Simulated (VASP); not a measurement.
# InO2 (P4_2/nnm) in VASP: further runs

InO2 is run at these levels: PBE; tasks: relaxation of cell and atoms, single point.

Everything below comes from runs of VASP 6.6.1. Logs are shortened: lines on timing, memory, paths and dates and some standing lists are left out, and cuts for length are marked.

## (1) The cell of the first run

The structure is tetragonal, space group P4_2/nnm (No. 134). Conventional cell: a = 4.277 Å, b = 4.277 Å, c = 5.291 Å, α = 90.00°, β = 90.00°, γ = 90.00°. Within 2.7 Å of In (site symmetry -42m) lie 4 O at 2.01 Å. O (site symmetry 2/m) has 2 In at 2.01 Å within 2.7 Å.

The cell was generated, and may not be a known phase.

## (2) Relaxation of cell and atoms, PBE

Input file INCAR:

```
SYSTEM = InO2
PREC = Accurate
ENCUT = 600
EDIFF = 1E-7
ISMEAR = 0
SIGMA = 0.1
LREAL = .FALSE.
LASPH = .TRUE.
NELM = 80
ALGO = Normal
ISIF = 3
LWAVE = .FALSE.
LCHARG = .FALSE.
GGA = PE
IBRION = 2
NSW = 90
EDIFFG = -0.04
```

Input file KPOINTS:

```
Automatic mesh
0
G
  4 4 4
  0 0 0
```

Input file POSCAR:

```
InO2
1.0
    4.2765484336      0.0000000000      0.0000000000
    0.0000000000      4.2765484336      0.0000000000
    0.0000000000      0.0000000000      5.2908582455
In O
2 4
Direct
    0.5000000000      0.5000000000      0.0000000000
    0.0000000000      0.0000000000      0.5000000000
    0.7500000000      0.2500000000      0.2500000000
    0.2500000000      0.7500000000      0.2500000000
    0.2500000000      0.2500000000      0.7500000000
    0.7500000000      0.7500000000      0.7500000000
```

Potentials or basis: VASP PAW PBE potentials, release 64 (In_d, O).

Run with:

```console
$ cat potpaw_PBE.64/In_d/POTCAR potpaw_PBE.64/O/POTCAR > POTCAR
$ mpirun -np 1 vasp_std > vasp.out
```

OUTCAR:

```text
SYSTEM = InO2
   PREC = Accurate
   ENCUT = 600
   EDIFF = 1E-7
   ISMEAR = 0
   LREAL = .FALSE.
   LASPH = .TRUE.
   NELM = 80
   ISIF = 3
   GGA = PE
   IBRION = 2
   NSW = 90
   EDIFFG = -0.04

 ion  position               nearest neighbor table
   1  0.500  0.500  0.000-   3 2.01   4 2.01   5 2.01   6 2.01   2 4.02   2 4.02   2 4.02   2 4.02
                             2 4.02   2 4.02   2 4.02   2 4.02
   2  0.000  0.000  0.500-   3 2.01   4 2.01   5 2.01   6 2.01   1 4.02   1 4.02   1 4.02   1 4.02
                             1 4.02   1 4.02   1 4.02   1 4.02
   3  0.750  0.250  0.250-   1 2.01   2 2.01
   4  0.250  0.750  0.250-   1 2.01   2 2.01
   5  0.250  0.250  0.750-   1 2.01   2 2.01
   6  0.750  0.750  0.750-   1 2.01   2 2.01

  LATTYP: Found a simple tetragonal cell.
 ALAT       =     4.2765484336
 C/A-ratio  =     1.2371795451

  Lattice vectors:

 A1 = (   4.2765484336,   0.0000000000,   0.0000000000)
 A2 = (   0.0000000000,   4.2765484336,   0.0000000000)
 A3 = (   0.0000000000,   0.0000000000,   5.2908582455)

Analysis of symmetry for initial positions (statically):
=====================================================================
 Subroutine PRICEL returns:
 Original cell was already a primitive cell.

 Routine SETGRP: Setting up the symmetry group for a
 simple tetragonal supercell.

 Subroutine GETGRP returns: Found 16 space group operations
 (whereof  8 operations were pure point group operations)
 out of a pool of 16 trial point group operations.

The static configuration has the point symmetry D_2d.
 The point group associated with its full space group is D_4h.

Analysis of symmetry for dynamics (positions and initial velocities):
=====================================================================
 Subroutine PRICEL returns:
 Original cell was already a primitive cell.

 Routine SETGRP: Setting up the symmetry group for a
 simple tetragonal supercell.

 Subroutine GETGRP returns: Found 16 space group operations
 (whereof  8 operations were pure point group operations)
 out of a pool of 16 trial point group operations.

The dynamic configuration has the point symmetry D_2d.
 The point group associated with its full space group is D_4h.

 Subroutine INISYM returns: Found 16 space group operations
 (whereof  8 operations are pure point group operations),
 and found     1 'primitive' translations

----------------------------------------------------------------------------------------

                                     Primitive cell

  volume of cell :      96.7638

  direct lattice vectors                    reciprocal lattice vectors
     4.276548434  0.000000000  0.000000000     0.233833433  0.000000000  0.000000000
     0.000000000  4.276548434  0.000000000     0.000000000  0.233833433  0.000000000
     0.000000000  0.000000000  5.290858245     0.000000000  0.000000000  0.189005253

  length of vectors
     4.276548434  4.276548434  5.290858245     0.233833433  0.233833433  0.189005253

  position of ions in fractional coordinates (direct lattice)
     0.500000000  0.500000000  0.000000000
     0.000000000  0.000000000  0.500000000
     0.750000000  0.250000000  0.250000000
     0.250000000  0.750000000  0.250000000
     0.250000000  0.250000000  0.750000000
     0.750000000  0.750000000  0.750000000

  ion indices of the primitive-cell ions
   primitive index   ion index
                 1           1
                 2           2
                 3           3
                 4           4
                 5           5
                 6           6

----------------------------------------------------------------------------------------

 KPOINTS: Automatic mesh

Automatic generation of k-mesh.
 Grid dimensions read from file:
 generate k-points for:    4    4    4

 Generating k-lattice:

  Cartesian coordinates                     Fractional coordinates (reciprocal lattice)
     0.058458358  0.000000000  0.000000000     0.250000000  0.000000000  0.000000000
     0.000000000  0.058458358  0.000000000     0.000000000  0.250000000  0.000000000
     0.000000000  0.000000000  0.047251313     0.000000000  0.000000000  0.250000000

  Length of vectors
     0.058458358  0.058458358  0.047251313

  Shift w.r.t. Gamma in fractional coordinates (k-lattice)
     0.000000000  0.000000000  0.000000000

 Subroutine IBZKPT returns following result:
 ===========================================

 Found     18 irreducible k-points:

 Following reciprocal coordinates:
            Coordinates               Weight
  0.000000  0.000000  0.000000      1.000000
  0.250000  0.000000  0.000000      4.000000
  0.500000  0.000000  0.000000      2.000000
  0.250000  0.250000  0.000000      4.000000
  0.500000  0.250000  0.000000      4.000000
  0.500000  0.500000  0.000000      1.000000
[... 10 lines left out ...]
  0.500000  0.250000  0.500000      4.000000
  0.500000  0.500000  0.500000      1.000000
   k-points           NKPTS =     18   k-points in BZ     NKDIM =     18   number of bands    NBANDS=     30
   number of dos      NEDOS =    301   number of ions     NIONS =      6
   total plane-waves  NPLWV =  54432
   dimension x,y,z NGX =    36 NGY =   36 NGZ =   42
   dimension x,y,z NGXF=    72 NGYF=   72 NGZF=   84
   ions per type =               2   4
   NGX,Y,Z   is equivalent  to a cutoff of  13.99, 13.99, 13.20 a.u.
   NGXF,Y,Z  is equivalent  to a cutoff of  27.99, 27.99, 26.39 a.u.
 SYSTEM =  InO2
   PREC   = accura    normal or accurate (medium, high low for compatibility)
   ISTART =      0    job   : 0-new  1-cont  2-samecut
   ICHARG =      2    charge: 1-file 2-atom 10-const
   ISPIN  =      1    spin polarized calculation?
   LNONCOLLINEAR =      F non collinear calculations
   LSORBIT =      F    spin-orbit coupling
   LASPH  =      T    aspherical Exc in radial PAW
   ENCUT  =  600.0 eV  44.10 Ry    6.64 a.u.   8.54  8.54 10.57*2*pi/ulx,y,z
   NELM   =     80;   NELMIN=  2; NELMDL= -5     # of ELM steps
   EDIFF  = 0.1E-06   stopping-criterion for ELM
   LREAL  =      F    real-space projection
   EDIFFG = -.4E-01   stopping-criterion for IOM
   NSW    =     90    number of steps for IOM
   IBRION =      2    ionic relax: 0-MD 1-quasi-New 2-CG
   NFREE  =      1    steps in history (QN), initial steepest desc. (CG)
   ISIF   =      3    stress and relaxation
   ISYM   =      2    0-nonsym 1-usesym 2-fastsym
   POTIM  = 0.5000    time-step for ionic-motion
   TEBEG  =    0.0;   TEEND  =   0.0 temperature during run
   PSTRESS=    0.0 pullay stress
   NELECT =      50.0000    total number of electrons
   NUPDOWN=      -1.0000    fix difference up-down
   EMIN   =  10.00;   EMAX   =-10.00  energy-range for DOS
   EFERMI =   0.00;   METHOD = LEGACY
   ISMEAR =     0;   SIGMA  =   0.10  broadening in eV -4-tet -1-fermi 0-gaus
   EFERMI_NEDOS =   21; number of points for ismear=-14 and -15
   IALGO  =     38    algorithm
   IMIX   =      4    mixing-type and parameters
     AMIX     =   0.40;   BMIX     =  1.00
     AMIX_MAG =   1.60;   BMIX_MAG =  1.00
  volume/ion in A,a.u.               =      16.13       108.83
  Fermi-wavevector in a.u.,A,eV,Ry     =   1.313693  2.482520 23.480786  1.725789
  Thomas-Fermi vector in A             =   2.443998
   LORBIT       =      0    0 simple, 1 ext, 2 COOP (PROOUT), +10 PAW based schemes
   GGA     = PE    functional components
   LHFCALC =     F    Hartree Fock is set to
   AEXX    =    0.0000 exact exchange contribution
   IVDW    =     0    specifies the selected vdW correction
   LEPSILON=     F    determine dielectric tensor
   LRPA    =     F    only Hartree local field effects (RPA)
 conjugate gradient relaxation of ions
 non-spin polarized calculation
 Gauss-broadening in eV      SIGMA  =   0.10
  energy-cutoff  :      600.00
  volume of cell :       96.76
 maximum number of plane-waves:      3251
 NGX is ok and might be reduce to    36
   NGX = 17   NGY = 17   NGZ = 21

--------------------------------------- Ionic step        1  -------------------------------------------

 number of electron      50.0000019 magnetization

 Free energy of the ion-electron system (eV)
  ---------------------------------------------------
  ext. energy  EPLUGINS =         0.00000000
  ---------------------------------------------------
  free energy    TOTEN  =       -27.85057357 eV

  energy without entropy =      -27.78649550  energy(sigma->0) =      -27.81853453

------------------------ aborting loop because EDIFF is reached ----------------------------------------

  FORCE on cell =-STRESS in cart. coord.  units (eV):
  Direction    XX          YY          ZZ          XY          YZ          ZX
  --------------------------------------------------------------------------------------
  -------------------------------------------------------------------------------------
  Total        1.7588141      1.7588141      4.0225930      0.0000000      0.0000000      0.0000000
  in kB       29.1217586     29.1217586     66.6045295      0.0000000      0.0000000      0.0000000
  external PRESSURE =      41.6160156 kB  Pullay stress =       0.0000000 kB
[... 101 lines left out ...]
  FREE ENERGIE OF THE ION-ELECTRON SYSTEM (eV)
  ---------------------------------------------------
  free  energy   TOTEN  =       -27.9089976686 eV

  energy  without entropy=      -27.8412636132  energy(sigma->0) =      -27.87513064

 E-fermi :   1.8136     XC(G=0):  -9.4811

 val. band max:        1.8094438487   @ k =   0.0000   0.0000   0.5000
 cond. band min:       1.8167202873   @ k =   0.2500   0.2500   0.2500
 fundamental gap:      0.0072764385
 Fermi energy:         1.8135668866

 k-point     1 :       0.0000    0.0000    0.0000
  band No.  band energies     occupation
      1     -15.1469      2.00000
      2     -14.7700      2.00000
      3     -14.5464      2.00000
      4     -14.5464      2.00000
      5     -10.8552      2.00000
      6     -10.8552      2.00000
[... 583 lines left out ...]
     29       8.4475      0.00000
     30       9.3561      0.00000

[... ionic steps 4 to 9 ...]

--------------------------------------- Ionic step       10  -------------------------------------------

 number of electron      50.0000014 magnetization

------------------------ aborting loop because EDIFF is reached ----------------------------------------

  FORCE on cell =-STRESS in cart. coord.  units (eV):
  Direction    XX          YY          ZZ          XY          YZ          ZX
  --------------------------------------------------------------------------------------
  -------------------------------------------------------------------------------------
  Total        0.0166107      0.0166107      0.3203050      0.0000000     -0.0000000      0.0000000
  in kB        0.2810484      0.2810484      5.4194737      0.0000000     -0.0000000      0.0000000
  external PRESSURE =       1.9938568 kB  Pullay stress =       0.0000000 kB
[... 65 lines left out ...]
  energy  without entropy=      -27.9961066455  energy(sigma->0) =      -28.01751761

--------------------------------------- Ionic step       12  -------------------------------------------

 number of electron      50.0000020 magnetization

 Free energy of the ion-electron system (eV)
  ---------------------------------------------------
  ext. energy  EPLUGINS =         0.00000000
  ---------------------------------------------------
  free energy    TOTEN  =       -28.03941355 eV

  energy without entropy =      -27.99694920  energy(sigma->0) =      -28.01818138

 E-fermi :   2.2227     XC(G=0):  -9.6685

 val. band max:        2.2128134405   @ k =   0.2500   0.2500   0.0000
 cond. band min:       2.2417565677   @ k =   0.0000   0.0000   0.5000
 fundamental gap:      0.0289431272
 Fermi energy:         2.2227048426

 k-point     1 :       0.0000    0.0000    0.0000
  band No.  band energies     occupation
      1     -14.9621      2.00000
      2     -14.5425      2.00000
      3     -14.2148      2.00000
      4     -14.2148      2.00000
      5     -10.5327      2.00000
      6     -10.5327      2.00000
[... 616 lines left out ...]
  FREE ENERGIE OF THE ION-ELECTRON SYSTEM (eV)
  ---------------------------------------------------
  free  energy   TOTEN  =       -28.0394135516 eV

  energy  without entropy=      -27.9969492005  energy(sigma->0) =      -28.01818138

 reached required accuracy - stopping structural energy minimisation
```

Run time: 6.6 min. Hardware: 1 thread of AMD EPYC 9R45 (Zen 5), shared host; peak memory 0.22 GiB.

What came out:

| Item | Value |
| --- | --- |
| Free energy | -28.0394 eV |
| Relaxed volume | 15.76 Å³/atom |
| Relaxed cell | a = 4.016 Å, b = 4.016 Å, c = 5.860 Å, α = 90.00°, β = 90.00°, γ = 90.00° |
| Space group after relaxing (to 0.1 Å) | P4_2/nnm (No. 134) |
| Energy gained by relaxing | 31.5 meV/atom |
| Ionic steps | 12 |
| Pressure after relaxing | 0.2 GPa |
| Band gap on the k mesh | zero (bands 25 and 26 overlap by 0.85 eV) |

Step by step:
```
step  energy change (eV)  largest force (eV/Å)  pressure (GPa)  volume (Å³)
   1              0.0000                0.0000            4.16        96.76
   2             -0.0445                0.0000           -2.40       102.74
   3             -0.0584                0.0000           -0.41       100.71
   4             -0.0688                0.0000           -0.47       100.45
   5             -0.1026                0.0000           -0.68        99.65
   6             -0.1632                0.0000           -1.29        97.84
   7             -0.1004                0.0000           -2.79        93.54
   8             -0.1765                0.0000           -1.59        97.02
   9             -0.1871                0.0000           -0.37        95.41
  10             -0.1884                0.0000            0.20        94.69
  11             -0.1884                0.0000            0.24        94.65
  12             -0.1888                0.0000            0.18        94.53
```

Final structure:
```xyz
6
Lattice="4.0164 0.0000 0.0000 0.0000 4.0164 0.0000 0.0000 0.0000 5.8601" Properties=species:S:1:pos:R:3 pbc="T T T"
In    2.0082    2.0082    0.0000
In    0.0000    0.0000    2.9301
O     3.0123    1.0041    1.4650
O     1.0041    3.0123    1.4650
O     1.0041    1.0041    4.3951
O     3.0123    3.0123    4.3951
```

Levels at points of the mesh, in eV from the Fermi level:
```csv
k point,band 21,band 22,band 23,band 24,band 25,band 26,band 27,band 28,band 29,band 30
"(0.00, 0.00, 0.00)",-1.56,-0.64,-0.10,-0.10,0.29,0.29,1.27,7.27,7.27,7.32
"(0.50, 0.00, 0.00)",-0.94,-0.94,-0.82,-0.82,-0.52,-0.52,4.77,4.77,8.20,8.20
"(0.50, 0.50, 0.00)",-1.27,-1.27,0.15,0.15,0.33,0.33,5.59,5.59,7.41,7.41
"(0.00, 0.00, 0.50)",-1.43,-1.43,0.02,0.02,0.02,0.02,3.99,3.99,8.54,8.54
"(0.50, 0.00, 0.50)",-0.85,-0.85,-0.76,-0.76,-0.45,-0.45,5.17,5.17,7.24,7.24
"(0.50, 0.50, 0.50)",-1.03,-0.77,0.15,0.15,0.24,0.43,3.18,6.32,6.32,7.68
```

Caveat: the k points lie up to 0.39 Å⁻¹ apart in the final cell, too coarse for converged energies and pressures of a metal; spin-orbit coupling is left out, which moves the levels of the heavy elements.

[end of part 1 of 2]

The gap in the log of VASP goes by the Fermi energy; the results here count the filled bands.